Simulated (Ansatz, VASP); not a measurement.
## One calculation of Ru, two programs

The input INCAR:

```
AGGAC    = 1.0          
AGGAX    = 1.0          
ALDAC    = 0.0          
ALDAX    = 1.0          
ALGO     = Fast           # electronic algorithm
EDIFF    = 1E-7           # SCF threshold, eV
EDIFFG   = -0.01          # ionic threshold
ENCUT    = 600            # plane-wave cutoff, eV
GGA      = B5             # functional
IBRION   = 2              # ionic algorithm
ISIF     = 3              # what is computed and relaxed
ISMEAR   = -1             # smearing method
IVDW     = 13             # dispersion correction
LASPH    = T              # aspherical terms in the spheres
LCHARG   = F              # write CHGCAR
LREAL    = F              # projectors in reciprocal space
LWAVE    = F              # write WAVECAR
NELM     = 100            # most SCF steps
NSW      = 60             # ionic steps
PREC     = Accurate       # precision mode
SIGMA    = 0.05           # smearing width, eV
VDW_A1   = 0.44488865   
VDW_A2   = 4.0933009    
VDW_S6   = 1.0          
VDW_S8   = 2.34076671
```

Contents of KPOINTS:

```
k-points
0
Gamma
  11 11 6
```

POSCAR

```
Ru
1.0
    2.7058000000      0.0000000000      0.0000000000
   -1.3529000000      2.3432915376      0.0000000000
    0.0000000000      0.0000000000      4.2819000000
Ru
2
Direct
    0.6666666667      0.3333333333      0.7500000000
    0.3333333333      0.6666666667      0.2500000000
```

input.yaml

```yaml
crystal:
  lattice:
    - [2.7058, 0.0, 0.0]
    - [-1.3529, 2.3432915376, 0.0]
    - [0.0, 0.0, 4.2819]
  atoms:
    - { symbol: Ru, position: [0.6666666667, 0.3333333333, 0.75] }
    - { symbol: Ru, position: [0.3333333333, 0.6666666667, 0.25] }
hamiltonian:
  xc: blyp
  pseudopotentials: { kind: paw }
  dispersion: d4
kpoints:
  mp_grid: { grid: [11, 11, 6] }
scf:
  occupations: { method: fermi_dirac, width: 0.05 }
output:
  forces: true
  stress: true
  write_density: true
  write_potential: true
  elf: true
  volumetric_format: npy
relax:
  f_tol: 0.01
  max_steps: 40
  cell: { stress_tol: 0.05 }
```

Alike in both runs: task relaxation of cell and atoms; functional BLYP; dispersion D4; k mesh 11 × 11 × 6; occupations fermi-dirac, width 0.05 eV; no spin polarisation.

```csv
,VASP,Ansatz
version,VASP 6.6.1,Ansatz 0.2.0
potentials or method,"VASP PAW PBE potentials, release 64 (Ru_pv)",Ansatz PAW
plane-wave cutoff (eV),600,420
valence electrons in the cell,28,32
```

|  | VASP | Ansatz | Ansatz less VASP |
| --- | --- | --- | --- |
| gap on the k mesh at the Fermi level, each at its own relaxed structure (eV) | none | none | - |
| relaxed volume (Å³/atom) | 13.91 | 13.87 | -0.035 |
| relaxed cell length with the largest relative difference (Å) | 4.314 | 4.310 | -0.0040 |

VASP's potentials were made for PBE, not for BLYP. A gap of «none» marks a metal or a gap that the smearing closes. VASP's potentials hold 28 valence electrons a cell and Ansatz's 32, so a difference there can come from the potentials and not from the codes.

Noted on Ansatz's run: the plane-wave basis is chosen anew once the cell has moved, so the energies of steps on either side of that aren't comparable.
